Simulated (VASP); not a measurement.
# Re (P6/mmm) in VASP: a series of runs

Runs on Re. Level: BLYP. Tasks: single point.

Program: VASP 6.6.1. These are calculated values, not measurements. Logs are shortened: lines on timing, memory, paths and dates and some standing lists are left out, and cuts for length are marked.

### Step 1. The cell of the first run

Symmetry: P6/mmm, No. 191, hexagonal system. The conventional cell has a = 4.311 Å, b = 4.311 Å, c = 2.711 Å, α = 90.00°, β = 90.00°, γ = 120.00°. Within 3.6 Å of Re (site symmetry 6/mmm) lie 14 Re at 2.71 to 2.83 Å. Within 3.3 Å of Re (site symmetry -6m2) lie 11 Re at 2.49 to 2.83 Å.

This isn't the form of Re at room conditions, which is hcp.

### Step 2. Single point, BLYP (14.54 Å³/atom)

File INCAR:

```
SYSTEM = Re
AGGAC = 1.0
AGGAX = 1.0
ALDAC = 0.0
ALDAX = 1.0
ALGO = Normal
EDIFF = 1E-6
ENCUT = 560
GGA = B5
GGA_COMPAT = .False.
ISIF = 2
ISMEAR = -1
LASPH = .True.
LCHARG = .False.
LREAL = .False.
LWAVE = .False.
NBANDS = 30
NELM = 120
PREC = Accurate
SIGMA = 0.1
```

File KPOINTS:

```
k-points
0
Gamma
  9 9 13
  0 0 0
```

File POSCAR:

```
Re
1.0
    4.3108251862      0.0000000000      0.0000000000
   -2.1554125931      3.7332841225      0.0000000000
    0.0000000000      0.0000000000      2.7109439195
Re
3
Direct
    1.0000000000      1.0000000000      1.0000000000
    0.3333333333      0.6666666667      0.5000000000
    0.6666666667      0.3333333333      0.5000000000
```

Potentials or basis: VASP PAW PBE potentials, release 64 (Re_sv_GW).

Launch:

```sh
$ cat potpaw_PBE.64/Re_sv_GW/POTCAR > POTCAR
$ mpirun -np 1 vasp_std > vasp.out
```

OUTCAR:

```text
SYSTEM = Re
   EDIFF = 1E-6
   ENCUT = 560
   GGA = B5
   ISIF = 2
   ISMEAR = -1
   LASPH = .True.
   LREAL = .False.
   NELM = 120
   PREC = Accurate

 ion  position               nearest neighbor table
   1  0.000  0.000  0.000-   2 2.83   3 2.83   2 2.83   3 2.83   2 2.83   2 2.83   3 2.83   3 2.83
                             3 2.83   3 2.83   2 2.83   2 2.83
   2  0.333  0.667  0.500-   3 2.49   3 2.49   3 2.49   1 2.83   1 2.83   1 2.83   1 2.83   1 2.83
                             1 2.83
   3  0.667  0.333  0.500-   2 2.49   2 2.49   2 2.49   1 2.83   1 2.83   1 2.83   1 2.83   1 2.83
                             1 2.83

  LATTYP: Found a hexagonal cell.
 ALAT       =     4.3108251862
 C/A-ratio  =     0.6288689062

  Lattice vectors:

 A1 = (   4.3108251862,   0.0000000000,   0.0000000000)
 A2 = (  -2.1554125931,   3.7332841225,   0.0000000000)
 A3 = (   0.0000000000,   0.0000000000,   2.7109439195)

Analysis of symmetry for initial positions (statically):
=====================================================================
 Subroutine PRICEL returns:
 Original cell was already a primitive cell.

 Routine SETGRP: Setting up the symmetry group for a
 hexagonal supercell.

 Subroutine GETGRP returns: Found 24 space group operations
 (whereof 24 operations were pure point group operations)
 out of a pool of 24 trial point group operations.

The static configuration has the point symmetry D_6h.

Analysis of symmetry for dynamics (positions and initial velocities):
=====================================================================
 Subroutine PRICEL returns:
 Original cell was already a primitive cell.

 Routine SETGRP: Setting up the symmetry group for a
 hexagonal supercell.

 Subroutine GETGRP returns: Found 24 space group operations
 (whereof 24 operations were pure point group operations)
 out of a pool of 24 trial point group operations.

The dynamic configuration has the point symmetry D_6h.

 Subroutine INISYM returns: Found 24 space group operations
 (whereof 24 operations are pure point group operations),
 and found     1 'primitive' translations

----------------------------------------------------------------------------------------

                                     Primitive cell

  volume of cell :      43.6287

  direct lattice vectors                    reciprocal lattice vectors
     4.310825186  0.000000000  0.000000000     0.231974148  0.133930337  0.000000000
    -2.155412593  3.733284123  0.000000000     0.000000000  0.267860674  0.000000000
     0.000000000  0.000000000  2.710943920     0.000000000  0.000000000  0.368875207

  length of vectors
     4.310825186  4.310825186  2.710943920     0.267860674  0.267860674  0.368875207

  position of ions in fractional coordinates (direct lattice)
     0.000000000  0.000000000  0.000000000
     0.333333333  0.666666667  0.500000000
     0.666666667  0.333333333  0.500000000

  ion indices of the primitive-cell ions
   primitive index   ion index
                 1           1
                 2           2
                 3           3

----------------------------------------------------------------------------------------

 KPOINTS: k-points

Automatic generation of k-mesh.
 Grid dimensions read from file:
 generate k-points for:    9    9   13

 Generating k-lattice:

  Cartesian coordinates                     Fractional coordinates (reciprocal lattice)
     0.025774905  0.014881149  0.000000000     0.111111111 -0.000000000  0.000000000
     0.000000000  0.029762297  0.000000000     0.000000000  0.111111111  0.000000000
     0.000000000  0.000000000  0.028375016     0.000000000  0.000000000  0.076923077

  Length of vectors
     0.029762297  0.029762297  0.028375016

  Shift w.r.t. Gamma in fractional coordinates (k-lattice)
     0.000000000  0.000000000  0.000000000

 Subroutine IBZKPT returns following result:
 ===========================================

 Found     84 irreducible k-points:

 Following reciprocal coordinates:
            Coordinates               Weight
  0.000000  0.000000  0.000000      1.000000
  0.111111  0.000000  0.000000      6.000000
  0.222222  0.000000  0.000000      6.000000
  0.333333 -0.000000  0.000000      6.000000
  0.444444  0.000000  0.000000      6.000000
  0.111111  0.111111  0.000000      6.000000
[... 16 lines left out ...]
  0.333333  0.222222  0.076923     24.000000
  0.333333  0.333333  0.076923      4.000000
 [... further k-points ...]
   k-points           NKPTS =     84   k-points in BZ     NKDIM =     84   number of bands    NBANDS=     30
   number of dos      NEDOS =    301   number of ions     NIONS =      3
   total plane-waves  NPLWV =  31104
   dimension x,y,z NGX =    36 NGY =   36 NGZ =   24
   dimension x,y,z NGXF=    72 NGYF=   72 NGZF=   48
   ions per type =               3
   NGX,Y,Z   is equivalent  to a cutoff of  13.88, 13.88, 14.72 a.u.
   NGXF,Y,Z  is equivalent  to a cutoff of  27.77, 27.77, 29.44 a.u.
 SYSTEM =  Re
   PREC   = accura    normal or accurate (medium, high low for compatibility)
   ISTART =      0    job   : 0-new  1-cont  2-samecut
   ICHARG =      2    charge: 1-file 2-atom 10-const
   ISPIN  =      1    spin polarized calculation?
   LNONCOLLINEAR =      F non collinear calculations
   LSORBIT =      F    spin-orbit coupling
   LASPH  =      T    aspherical Exc in radial PAW
   ENCUT  =  560.0 eV  41.16 Ry    6.42 a.u.   8.32  8.32  5.23*2*pi/ulx,y,z
   NELM   =    120;   NELMIN=  2; NELMDL= -5     # of ELM steps
   EDIFF  = 0.1E-05   stopping-criterion for ELM
   LREAL  =      F    real-space projection
[... 7 lines left out ...]
   TEBEG  =    0.0;   TEEND  =   0.0 temperature during run
   PSTRESS=    0.0 pullay stress
   NELECT =      45.0000    total number of electrons
   NUPDOWN=      -1.0000    fix difference up-down
   EMIN   =  10.00;   EMAX   =-10.00  energy-range for DOS
   EFERMI =   0.00;   METHOD = LEGACY
   ISMEAR =    -1;   SIGMA  =   0.10  broadening in eV -4-tet -1-fermi 0-gaus
   EFERMI_NEDOS =   21; number of points for ismear=-14 and -15
   IALGO  =     38    algorithm
   IMIX   =      4    mixing-type and parameters
     AMIX     =   0.40;   BMIX     =  1.00
     AMIX_MAG =   1.60;   BMIX_MAG =  1.00
  volume/ion in A,a.u.               =      14.54        98.14
  Fermi-wavevector in a.u.,A,eV,Ry     =   1.654074  3.125747 37.225019  2.735962
  Thomas-Fermi vector in A             =   2.742404
   LORBIT       =      0    0 simple, 1 ext, 2 COOP (PROOUT), +10 PAW based schemes
   GGA     = B5    functional components
   LHFCALC =     F    Hartree Fock is set to
   AEXX    =    0.0000 exact exchange contribution
   IVDW    =     0    specifies the selected vdW correction
   LEPSILON=     F    determine dielectric tensor
   LRPA    =     F    only Hartree local field effects (RPA)
 non-spin polarized calculation
  energy-cutoff  :      560.00
  volume of cell :       43.63
 maximum number of plane-waves:      1337
 NGX is ok and might be reduce to    36
   NGX = 17   NGY = 17   NGZ = 11

 number of electron      45.0000003 magnetization

 Free energy of the ion-electron system (eV)
  ---------------------------------------------------
  ext. energy  EPLUGINS =         0.00000000
  ---------------------------------------------------
  free energy    TOTEN  =       -36.52986836 eV

  energy without entropy =      -36.46043555  energy(sigma->0) =      -36.49515196

 E-fermi :  13.9012     XC(G=0): -13.5939

 val. band max:       13.8936271496   @ k =   0.0000   0.0000   0.0769
 cond. band min:      13.9192656150   @ k =   0.4444   0.1111   0.3846
 fundamental gap:      0.0256384654
 Fermi energy:        13.9011978269

 k-point     1 :       0.0000    0.0000    0.0000
  band No.  band energies     occupation
      1     -65.5927      2.00000
      2     -65.4551      2.00000
      3     -65.3541      2.00000
      4     -28.1848      2.00000
      5     -28.1848      2.00000
      6     -27.7787      2.00000
[... 22 lines left out ...]
     29      22.4673      0.00000
     30      24.0672      0.00000

 k-point     2 :       0.1111    0.0000    0.0000
  band No.  band energies     occupation
      1     -65.5858      2.00000
      2     -65.4564      2.00000
      3     -65.3597      2.00000
      4     -28.2335      2.00000
      5     -28.1984      2.00000
      6     -27.7215      2.00000
[... 22 lines left out ...]
     29      22.5507      0.00000
     30      23.5010      0.00000

 k-point     3 :       0.2222    0.0000    0.0000
  band No.  band energies     occupation
      1     -65.5666      2.00000
      2     -65.4603      2.00000
      3     -65.3755      2.00000
      4     -28.3243      2.00000
      5     -28.1899      2.00000
      6     -27.6061      2.00000
[... 22 lines left out ...]
     29      21.0866      0.00000
     30      21.7008      0.00000

 k-point     4 :       0.3333   -0.0000    0.0000
  band No.  band energies     occupation
      1     -65.5384      2.00000
      2     -65.4671      2.00000
      3     -65.3974      2.00000
      4     -28.4019      2.00000
      5     -28.1110      2.00000
      6     -27.5056      2.00000
[... 22 lines left out ...]
     29      19.2001      0.00000
     30      20.0271      0.00000

 k-point     5 :       0.4444    0.0000    0.0000
  band No.  band energies     occupation
      1     -65.5068      2.00000
      2     -65.4809      2.00000
      3     -65.4155      2.00000
      4     -28.4448      2.00000
      5     -27.9719      2.00000
      6     -27.6638      2.00000
[... 22 lines left out ...]
     29      17.6146      0.00000
     30      18.7596      0.00000
[... 526 lines left out ...]
     29      17.8176      0.00000
     30      18.4902      0.00000

 k-point    22 :       0.2222    0.2222    0.0769
  band No.  band energies     occupation
      1     -65.5198      2.00000
      2     -65.4660      2.00000
      3     -65.4091      2.00000
      4     -28.3471      2.00000
      5     -28.1320      2.00000
      6     -27.5951      2.00000
[... 22 lines left out ...]
     29      18.5442      0.00000
     30      19.3874      0.00000

 k-point    23 :       0.3333    0.2222    0.0769
  band No.  band energies     occupation
      1     -65.4928      2.00000
      2     -65.4713      2.00000
      3     -65.4310      2.00000
      4     -28.3507      2.00000
      5     -28.0257      2.00000
      6     -27.7746      2.00000
[... 22 lines left out ...]
     29      17.6505      0.00000
     30      18.4665      0.00000

 k-point    24 :       0.3333    0.3333    0.0769
  band No.  band energies     occupation
      1     -65.4837      2.00000
      2     -65.4557      2.00000
      3     -65.4557      2.00000
      4     -28.3216      2.00000
      5     -27.9334      2.00000
      6     -27.9334      2.00000
[... 22 lines left out ...]
     29      17.5273      0.00000
     30      18.1570      0.00000

 [... further k-points ...]
[... 5 lines left out ...]
  --------------------------------------------------------------------------------------
  -------------------------------------------------------------------------------------
  Total        8.9546407      8.9546407      7.6429187      0.0000000      0.0000000      0.0000000
  in kB      328.8416033    328.8416033    280.6711869      0.0000000      0.0000000      0.0000000
  external PRESSURE =     312.7847979 kB  Pullay stress =       0.0000000 kB

 VOLUME and BASIS-vectors are now :
 -----------------------------------------------------------------------------
  energy-cutoff  :      560.00
  volume of cell :       43.63
      direct lattice vectors                 reciprocal lattice vectors
     4.310825186  0.000000000  0.000000000     0.231974148  0.133930337  0.000000000
    -2.155412593  3.733284123  0.000000000     0.000000000  0.267860674  0.000000000
     0.000000000  0.000000000  2.710943920     0.000000000  0.000000000  0.368875207

 POSITION                                       TOTAL-FORCE (eV/Angst)
 -----------------------------------------------------------------------------------
      0.00000      0.00000      0.00000         0.000000      0.000000      0.000000
     -0.00000      2.48886      1.35547         0.000000      0.000000     -0.000000
      2.15541      1.24443      1.35547        -0.000000     -0.000000      0.000000
 -----------------------------------------------------------------------------------
    total drift:                                0.000000     -0.000000     -0.000000

  FREE ENERGIE OF THE ION-ELECTRON SYSTEM (eV)
  ---------------------------------------------------
  free  energy   TOTEN  =       -36.5298683639 eV

  energy  without entropy=      -36.4604355464  energy(sigma->0) =      -36.49515196
```

Run time: 72 s. Hardware: 1 thread of AMD EPYC 9R45 (Zen 5), shared host; peak memory 0.22 GiB.

What came out:

- Free energy: -36.5299 eV
- Pressure: 31.3 GPa
- Band gap on the k mesh: zero (an odd number of electrons rules out a gap without spin polarisation)

Caveat: the cell stands under pressure; the PAW data sets were made with another functional, which shifts forces and pressure a little; spin-orbit coupling is left out, which moves the levels of the heavy elements.

### Step 3. Single point, BLYP (15.81 Å³/atom)

This run uses another cell than the first one, of 15.81 Å³/atom.

File INCAR:

```
SYSTEM = Re
PREC = Accurate
ENCUT = 560
EDIFF = 1E-6
ISMEAR = -1
SIGMA = 0.1
LREAL = .False.
LASPH = .True.
NELM = 120
ALGO = Normal
ISIF = 2
LWAVE = .False.
LCHARG = .False.
GGA = B5
ALDAX = 1.0
AGGAX = 1.0
AGGAC = 1.0
ALDAC = 0.0
NBANDS = 30
GGA_COMPAT = .False.
```

File KPOINTS:

```
Automatic mesh
0
Gamma
  9 9 13
  0 0 0
```

File POSCAR:

```
Re
1.0
    4.4323202878      0.0000000000      0.0000000000
   -2.2161601439      3.8385019670      0.0000000000
    0.0000000000      0.0000000000      2.7873484112
Re
3
Direct
    1.0000000000      1.0000000000      1.0000000000
    0.3333333333      0.6666666667      0.5000000000
    0.6666666667      0.3333333333      0.5000000000
```

Potentials or basis: VASP PAW PBE potentials, release 64 (Re_sv_GW).

Launch:

```sh
$ cat potpaw_PBE.64/Re_sv_GW/POTCAR > POTCAR
$ mpirun -np 1 vasp_std > vasp.out
```

Wall time 1.7 min (1 thread of AMD EPYC 9R45 (Zen 5), shared host); peak memory 0.22 GiB.

The run converged. Its results:

- Free energy: -36.9011 eV
- Pressure: 0.0 GPa
- Band gap on the k mesh: zero (an odd number of electrons rules out a gap without spin polarisation)

Stress tensor (GPa, compression positive):
```
 0.19  0.00  0.00
 0.00  0.19  0.00
 0.00  0.00 -0.44
```

Levels at points of the mesh, in eV from the Fermi level:
```csv
k point,band 19,band 20,band 21,band 22,band 23,band 24,band 25,band 26,band 27,band 28
"(0.00, 0.00, 0.00)",-2.54,-1.77,-0.77,-0.77,-0.03,-0.03,0.03,0.03,3.90,3.90
```

Caveat: the PAW data sets were made with another functional, which shifts forces and pressure a little; spin-orbit coupling is left out, which moves the levels of the heavy elements.

(Continued in part 2 of 2.)

The gap in the log of VASP goes by the Fermi energy; the results here count the filled bands.